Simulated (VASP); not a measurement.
Write the native input for VASP 6.6.1 that does the following.

* Task: single point
* Functional: PBE
* Potentials or basis: VASP PAW PBE potentials, release 64 (B, As)
* Cutoff: 520 eV
* k mesh: 10 × 10 × 10
* Occupations: gaussian, width 0.02 eV
* Spin: no spin polarisation
* Dipole correction: no
* Further INCAR settings: ALGO = Normal; EDIFF = 1e-06; NBANDS = 11

The structure of BAs lies in POSCAR:

```
BAs
1.0
    0.0000000000      2.4515684555      2.4515684555
    2.4515684555      0.0000000000      2.4515684555
    2.4515684555      2.4515684555      0.0000000000
B As
1 1
Direct
    0.0000000000      0.0000000000      0.0000000000
    0.2500000000      0.2500000000      0.2500000000
```

This cell differs from its parent crystal: volume scaled by 1.06.

One way to write it, as run:

INCAR

```
ALGO = Normal ; EDIFF = 1E-6
ENCUT = 520 ; GGA = PE
ISIF = 2 ; ISMEAR = 0
LASPH = True ; LCHARG = False
LREAL = False ; LWAVE = False
NBANDS = 11 ; NELM = 100
PREC = Accurate ; SIGMA = 0.02
```

KPOINTS

```
k-points
0
Gamma
  10 10 10
```

Potentials or basis: VASP PAW PBE potentials, release 64 (B, As).

Launch:

```console
$ cat potpaw_PBE.64/B/POTCAR potpaw_PBE.64/As/POTCAR > POTCAR
$ mpirun -np 1 vasp_std > vasp.out
```

It gave:

| Item | Value |
| --- | --- |
| Pressure | -6.3 GPa |
| Band gap on the k mesh | 1.25 eV, indirect (least direct gap 3.18 eV) |

Wall time 14 s on 1 thread of Intel(R) Xeon(R) Platinum 8259CL CPU @ 2.50GHz (Skylake/Cascade Lake), on a shared host, peak memory 0.16 GiB.
